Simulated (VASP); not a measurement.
The system is WC.

```
CELL_PARAMETERS angstrom
1.64035 -2.11804 0.00000
1.64035 2.11804 0.00000
0.00000 0.00000 4.30942
ATOMIC_POSITIONS crystal
W 0.50000 0.50000 0.50000
C 0.00000 0.00000 0.00000
```

- Program: VASP 6.6.1
- Task: relaxation of cell and atoms
- Functional: RPBE
- Potentials or basis: VASP PAW PBE potentials, release 64 (W_sv, C)
- Cutoff: 600 eV
- k mesh: 10 × 10 × 6
- Occupations: fermi-dirac, width 0.05 eV
- Spin: no spin polarisation

At the start: pressure -29.3 GPa; volume 14.97 Å³/atom.

Where does the relaxation end?

Over 17 steps the energy falls by 1903.4 meV/atom and the volume is 12.03 Å³/atom (-19.6 %); space group Cmmm (No. 65, to 0.05 Å).

The path:
```tsv
step	energy change (eV)	largest force (eV/Å)	pressure (GPa)	volume (Å³)
1	0.0000	0.0000	-29.26	29.94
2	-2.3569	0.0000	67.91	19.17
3	-2.4805	0.0000	33.88	20.52
4	-2.9090	0.0000	82.77	19.22
5	-3.1107	0.0000	57.81	19.72
6	-3.7102	0.0000	-9.90	23.77
7	-3.7277	0.0000	-2.32	23.07
8	-3.7277	0.0000	-3.13	23.14
9	-3.7673	0.0000	-0.29	23.21
10	-3.7705	0.0000	10.71	23.35
11	-3.7907	0.0000	5.25	23.30
12	-3.8051	0.0000	-0.45	24.02
13	-3.8053	0.0000	-1.02	24.10
14	-3.8067	0.0000	0.26	24.05
15	-3.8067	0.0000	0.40	24.04
16	-3.8068	0.0000	-0.27	24.09
17	-3.8068	0.0000	-0.04	24.07
```

Final structure:
```
W C
1.0
     1.47523   -2.69398    0.00000
     1.47523    2.69398    0.00000
     0.00000    0.00000    3.02817
W C
1 1
Direct
  0.50000 0.50000 0.50000
  0.00000 0.00000 0.00000
```

Caveat: the volume moved by over 15 % at a fixed basis, so the end points are rough; the PAW data sets were made with another functional, which shifts forces and pressure a little.
